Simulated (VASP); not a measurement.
# MgI2 in VASP: further runs, part 2 of 2

VASP 6.6.1.

## (3) Single point, PBE+D3(BJ) (layers slid over each other)

Input file INCAR:

```
ALGO = Normal
DIPOL = 0.5 0.5 0.404
EDIFF = 1E-6
ENCUT = 520
GGA = PE
IDIPOL = 3
ISIF = 2
ISMEAR = 0
IVDW = 12
LASPH = True
LCHARG = False
LDIPOL = True
LREAL = False
LWAVE = False
NBANDS = 25
NELM = 60
PREC = Accurate
SIGMA = 0.05
```

Input file KPOINTS:

```
k-points
0
Gamma
  9 9 1
```

Input file POSCAR:

```
MgI2
1.0
    4.1311064662      0.0000000000      0.0000000000
   -2.0655532331      3.5776431455      0.0000000000
    0.0000000000      0.0000000000     24.2265088138
I Mg
4 2
Direct
    0.3333333333      0.6666666667      0.1857469450
    0.6666666667      0.3333333333      0.3245723297
    1.1111111111      1.2222222222      0.4826636185
    0.7777777778      1.5555555556      0.6214890032
    0.0000000000      0.0000000000      0.2551596374
    1.4444444444      1.8888888889      0.5520763108
```

Potentials or basis: VASP PAW PBE potentials, release 64 (I, Mg).

Command:

```bash
$ cat potpaw_PBE.64/I/POTCAR potpaw_PBE.64/Mg/POTCAR > POTCAR
$ mpirun -np 1 vasp_std > vasp.out
```

Wall time 5.3 min (1 thread of AMD EPYC 9R14 (Zen 4), shared host); peak memory 0.5 GiB.

Results (log left out):

* Free energy: -17.0306 eV
* Largest force: 0.025 eV/Å
* Band gap on the k mesh: 3.54 eV (least direct gap 3.91 eV)
* Dispersion energy per atom: -0.266 eV

Forces in eV/Å, atoms in the order of the input:
```
I    0.000  0.001  0.016
I    0.000  0.004  0.023
I    0.000 -0.009 -0.024
I    0.000  0.001 -0.015
Mg   0.000  0.001  0.012
Mg   0.000  0.002 -0.012
```

Levels at points of the mesh, in eV from the valence-band top:
```tsv
k point	band 13	band 14	band 15	band 16	band 17	band 18	band 19	band 20
(0.00, 0.00, 0.00)	-0.06	-0.04	-0.03	0.00	3.91	4.35	4.90	4.92
```

Caveat: the cell differs from its parent crystal (layers slid over each other); spin-orbit coupling is left out, which moves the levels of the heavy elements.

## (4) Single point, PBE+D3(BJ) (layers slid over each other)

Input file INCAR:

```
PREC = Accurate
ENCUT = 520
EDIFF = 1E-6
ISMEAR = 0
SIGMA = 0.05
LREAL = F
LASPH = T
NELM = 80
ALGO = Normal
ISIF = 2
LWAVE = F
LCHARG = F
LDIPOL = T
IDIPOL = 3
DIPOL = 0.5 0.5 0.404
GGA = PE
IVDW = 12
NBANDS = 25
```

Input file KPOINTS:

```
Automatic mesh
0
Gamma
  9 9 1
```

Input file POSCAR:

```
MgI2
1.0
    4.1311064662      0.0000000000      0.0000000000
   -2.0655532331      3.5776431455      0.0000000000
    0.0000000000      0.0000000000     24.2265088138
I Mg
4 2
Direct
    0.3333333333      0.6666666667      0.1857469450
    0.6666666667      0.3333333333      0.3245723297
    0.7777777778      0.5555555556      0.4826636185
    0.4444444444      0.8888888889      0.6214890032
    0.0000000000      0.0000000000      0.2551596374
    1.1111111111      1.2222222222      0.5520763108
```

Potentials or basis: VASP PAW PBE potentials, release 64 (I, Mg).

Command:

```bash
$ cat potpaw_PBE.64/I/POTCAR potpaw_PBE.64/Mg/POTCAR > POTCAR
$ mpirun -np 1 vasp_std > vasp.out
```

OUTCAR:

```text
PREC = Accurate
   ENCUT = 520
   EDIFF = 1E-6
   ISMEAR = 0
   LREAL = F
   LASPH = T
   NELM = 80
   ISIF = 2
   GGA = PE
   IVDW = 12
 IVDW          = 12

 ion  position               nearest neighbor table
   1  0.333  0.667  0.186-   5 2.92   5 2.92   5 2.92
   2  0.667  0.333  0.325-   5 2.92   5 2.92   5 2.92
   3  0.778  0.556  0.483-   6 2.92   6 2.92   6 2.92
   4  0.444  0.889  0.621-   6 2.92   6 2.92   6 2.92
   5  0.000  0.000  0.255-   2 2.92   2 2.92   2 2.92   1 2.92   1 2.92   1 2.92
   6  0.111  0.222  0.552-   3 2.92   3 2.92   3 2.92   4 2.92   4 2.92   4 2.92

  LATTYP: Found a hexagonal cell.
 ALAT       =     4.1311064662
 C/A-ratio  =     5.8644116321

  Lattice vectors:

 A1 = (   4.1311064662,   0.0000000000,   0.0000000000)
 A2 = (  -2.0655532331,   3.5776431455,   0.0000000000)
 A3 = (   0.0000000000,   0.0000000000,  24.2265088138)

Analysis of symmetry for initial positions (statically):
=====================================================================
 Subroutine PRICEL returns:
 Original cell was already a primitive cell.

 Routine SETGRP: Setting up the symmetry group for a
[... 189 lines left out ...]
      2     -13.3305      2.00000
      3     -12.8742      2.00000
      4     -12.7974      2.00000
      5      -4.7400      2.00000
      6      -4.3339      2.00000
[... 661 lines left out ...]
     24       5.7113      0.00000
     25       5.9135      0.00000

 [... further k-points ...]

------------------------ aborting loop because EDIFF is reached ----------------------------------------

 vacuum level on the upper side and lower side of the slab       (xc-potential included)        -0.105        -0.105

 Edisp (eV)   -1.59493

 E8    (eV) :    -0.7320

  FORCE on cell =-STRESS in cart. coord.  units (eV):
  Direction    XX          YY          ZZ          XY          YZ          ZX
  --------------------------------------------------------------------------------------
  -------------------------------------------------------------------------------------
  Total      -0.24967    -0.21180     0.22189     0.00000     0.18540     0.00000
  in kB      -1.11718    -0.94771     0.99288     0.00000     0.82961     0.00000
  external pressure =       -0.36 kB  Pullay stress =        0.00 kB

 VOLUME and BASIS-vectors are now :
 -----------------------------------------------------------------------------
  energy-cutoff  :      520.00
  volume of cell :      358.06
      direct lattice vectors                 reciprocal lattice vectors
     4.131106466  0.000000000  0.000000000     0.242065899  0.139756812  0.000000000
    -2.065553233  3.577643146  0.000000000     0.000000000  0.279513624  0.000000000
     0.000000000  0.000000000 24.226508814     0.000000000  0.000000000  0.041277099

 POSITION                                       TOTAL-FORCE (eV/Angst)
 -----------------------------------------------------------------------------------
     -0.00000      2.38510      4.50000         0.000000     -0.002321      0.014361
      2.06555      1.19255      7.86325         0.000000     -0.047954     -0.097452
      2.06555      1.98758     11.69325        -0.000000      0.050192      0.097483
     -0.00000      3.18013     15.05651         0.000000      0.001489     -0.014268
      0.00000      0.00000      6.18163         0.000000      0.002275     -0.003268
      0.00000      0.79503     13.37488         0.000000     -0.003682      0.003144
 -----------------------------------------------------------------------------------
    total drift:                                0.000000     -0.000184      0.000195

  FREE ENERGIE OF THE ION-ELECTRON SYSTEM (eV)
  ---------------------------------------------------
  free  energy   TOTEN  =       -16.9863763450 eV

  energy  without entropy=      -16.9863763450  energy(sigma->0) =      -16.98637635

 vacuum level on the upper side and lower side of the slab         4.839         4.839
```

stdout:

```text
POSCAR found type information on POSCAR I Mg
 POSCAR found :  2 types and       6 ions
 scaLAPACK will be used
 LDA part: xc-table for (Slater+PW92), standard interpolation
 POSCAR, INCAR and KPOINTS ok, starting setup
 FFT: planning ... GRIDC
 FFT: planning ... GRID_SOFT
 FFT: planning ... GRID
 WAVECAR not read
 entering main loop
```

Run time: 5 min. Hardware: 1 thread of AMD EPYC 9R14 (Zen 4), shared host; peak memory 0.53 GiB.

Results:

```
Free energy                : -16.9864 eV
Largest force              : 0.110 eV/Å
Band gap on the k mesh     : 3.53 eV (least direct gap 3.93 eV)
Dispersion energy per atom : -0.266 eV
```

Forces on the atoms (eV/Å):
```
I    0.000 -0.002  0.014
I    0.000 -0.048 -0.097
I    0.000  0.050  0.097
I    0.000  0.001 -0.014
Mg   0.000  0.002 -0.003
Mg   0.000 -0.004  0.003
```

Caveat: the cell differs from its parent crystal (layers slid over each other); spin-orbit coupling is left out, which moves the levels of the heavy elements.

## (5) Summary

```tsv
cell	gap on the mesh (eV)	largest force (eV/Å)
as given, atomic positions A	3.57	0.04
as given, atomic positions B	3.54	0.03
as given, atomic positions C	3.53	0.11
```

Alike in all rows: task single point; level PBE+D3(BJ); potentials or basis VASP PAW PBE potentials, release 64 (I, Mg); no spin polarisation; k mesh 9 × 9 × 1; cutoff (eV) 520; smearing gaussian 0.05 eV.

Caveats: spin-orbit coupling is left out, which moves the levels of the heavy elements.

Absolute energies hang on the potentials; compare differences alone.
